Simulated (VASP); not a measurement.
BN, 2 atoms in the cell. The structure is trigonal, space group R3m (No. 160). The conventional cell has a = 2.509 Å, b = 2.509 Å, c = 10.451 Å, α = 90.00°, β = 90.00°, γ = 120.00°. B (site symmetry 3m) has 3 N at 1.45 Å within 1.9 Å. Within 1.9 Å of N (site symmetry 3m) lie 3 B at 1.45 Å. 

| Item | Value |
| --- | --- |
| Program | VASP 6.6.1 |
| Task | single point |
| Functional | PBE |
| Dispersion | D3(BJ) |
| Potentials or basis | VASP PAW PBE potentials, release 64 (B, N) |
| Cutoff | 520 eV |
| k mesh | 12 × 12 × 12 |
| Occupations | gaussian, width 0.02 eV |
| Spin | no spin polarisation |
| Dipole correction | no |
| Further INCAR settings | ALGO = Normal; EDIFF = 1e-07; NBANDS = 11 |

Potentials or basis: VASP PAW PBE potentials, release 64 (B, N).

The run is started by

```sh
$ cat potpaw_PBE.64/B/POTCAR potpaw_PBE.64/N/POTCAR > POTCAR
$ mpirun -np 1 vasp_std > vasp.out
```

Hardware: 1 thread of AMD EPYC 7R13 (shared host).

Question: How long does it take, and how much memory?

Answer: Run time: 110 s on 1 thread of AMD EPYC 7R13, with other jobs on the host, peak memory 0.16 GiB. Counts: scf iterations 14, k points 189.
